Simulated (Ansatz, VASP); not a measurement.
## AlAs: VASP beside Ansatz

The input INCAR:

```
ALGO = Normal
EDIFF = 1E-6
ENCUT = 500
GGA_COMPAT = False
ISIF = 2
ISMEAR = 0
LASPH = True
LCHARG = False
LREAL = False
LWAVE = False
NBANDS = 11
NELM = 120
PREC = Accurate
SIGMA = 0.02
```

File KPOINTS:

```
k-points
0
Gamma
  8 8 8
```

The input POSCAR:

```
AlAs
1.0
    0.0000000000      2.8145100563      2.8145100563
    2.8145100563      0.0000000000      2.8145100563
    2.8145100563      2.8145100563      0.0000000000
Al As
1 1
Direct
    0.0000000000      0.0000000000      0.0000000000
    0.2500000000      0.2500000000      0.2500000000
```

Input for Ansatz:

```yaml
crystal:
  lattice:
    - [0.0, 2.8145100563, 2.8145100563]
    - [2.8145100563, 0.0, 2.8145100563]
    - [2.8145100563, 2.8145100563, 0.0]
  atoms:
    - { symbol: Al, position: [0.0, 0.0, 0.0] }
    - { symbol: As, position: [0.25, 0.25, 0.25] }
basis:
  ecutwfc: 420
kpoints:
  mp_grid: { grid: [8, 8, 8] }
  band_path:
    path:
      - [[0.0, 0.0, 0.0], [-0.5, -0.5, 0.0], [-0.375, -0.375, 0.25]]
      - [[-0.375, 0.0, 0.375], [0.0, 0.0, 0.0], [0.0, 0.0, 0.5], [-0.5, -0.25, 0.25], [-0.5, -0.5, 0.0]]
    npoints: 10
hamiltonian:
  xc: lda
scf:
  occupations: { method: gaussian, width: 0.02 }
  n_extra_bands: 7
output:
  forces: true
  stress: true
  eigenvalues: true
```

Alike in both runs: task single point; functional LDA; k mesh 8 × 8 × 8; occupations gaussian, width 0.02 eV; no spin polarisation.

```csv
,VASP,Ansatz
version,VASP 6.6.1,Ansatz 0.2.0
potentials or method,"VASP PAW LDA potentials, release 64 (Al, As), cutoff 500 eV","scalar-relativistic, plane waves, PAW"
valence electrons in the cell,8,18
```

```csv
,VASP,Ansatz,Ansatz less VASP
gap on the k mesh at the Fermi level (eV),1.31,1.32,+0.013
least direct gap on the mesh (eV),2.02,1.98,-0.035
pressure (GPa),0.4,0.0,-0.35
```

LDA's correlation is that of Perdew and Zunger in VASP and of Perdew and Wang (1992) in Ansatz. VASP's potentials hold 8 valence electrons a cell and Ansatz's 18, so a difference there can come from the potentials and not from the codes.
